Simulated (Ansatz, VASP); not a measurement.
Ga2P: VASP beside Ansatz

```
Ga P
1.0
     3.70916    0.00000    0.00000
     0.00000    3.70916    0.00000
     0.00000    0.00000    7.92054
Ga P
4 2
Direct
  0.00000 0.00000 0.00000
  0.50000 0.50000 0.00000
  0.00000 0.50000 0.36122
  0.50000 0.00000 0.63878
  0.00000 0.50000 0.68129
  0.50000 0.00000 0.31871
```

Alike in both runs: functional PBE; k mesh 6 × 6 × 2; occupations gaussian, width 0.1 eV; no spin polarisation.

Ansatz relaxed the structure, and its values are those at the end. VASP's run is a single point on that final structure, the one shown.

```csv
,VASP,Ansatz
version,VASP 6.6.1,Ansatz 0.2.0
potentials or method,"VASP PAW PBE potentials, release 64 (Ga_d, P), cutoff 500 eV","scalar-relativistic, plane waves, PAW"
valence electrons in the cell,62,62
```

Ansatz gave:

| Property | Result |
| --- | --- |
| gap on the k mesh at the Fermi level (eV) | none |
| pressure (GPa) | 0.0 |
| rms of the force components (eV/Å) | 0.013 |

Task: Estimate VASP's values.

Result: gap on the k mesh at the Fermi level (eV): none; pressure (GPa): 0.1; rms of the force components (eV/Å): 0.013.

A gap of «none» marks a metal or a gap that the smearing closes.

The k mesh is coarse, so the values compare programs but aren't converged.
